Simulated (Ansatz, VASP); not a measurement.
**CdTe in VASP and in Ansatz**

```xyz
2
Lattice="0.0000 3.0620 3.0620 3.0620 0.0000 3.0620 3.0620 3.0620 0.0000" Properties=species:S:1:pos:R:3 pbc="T T T"
Cd    0.0000    0.0000    0.0000
Te    3.0620    3.0620    3.0620
```

Alike in both runs: functional PBE; k mesh 12 × 12 × 12; occupations fermi-dirac, width 0.05 eV; no spin polarisation.

Ansatz relaxed the structure, and its values are those at the end. VASP's run is a single point on that final structure, the one shown.

```csv
,VASP,Ansatz
version,VASP 6.6.1,Ansatz 0.2.0
potentials or method,"VASP PAW PBE potentials, release 64 (Cd, Te)","PAW with Ansatz's default frozen-core files, scalar-relativistic"
plane-wave cutoff (eV),520,420
valence electrons in the cell,18,36
```

Ansatz gave:

```
pressure (GPa) : 0.0
```

Q: Estimate VASP's values.

A: Pressure (GPa): 0.2.

With one functional, cell and mesh, what is left measures potentials, basis and numerics. VASP's potentials hold 18 valence electrons a cell and Ansatz's 36, so a difference there can come from the potentials and not from the codes.

Neither program's run includes spin-orbit coupling.
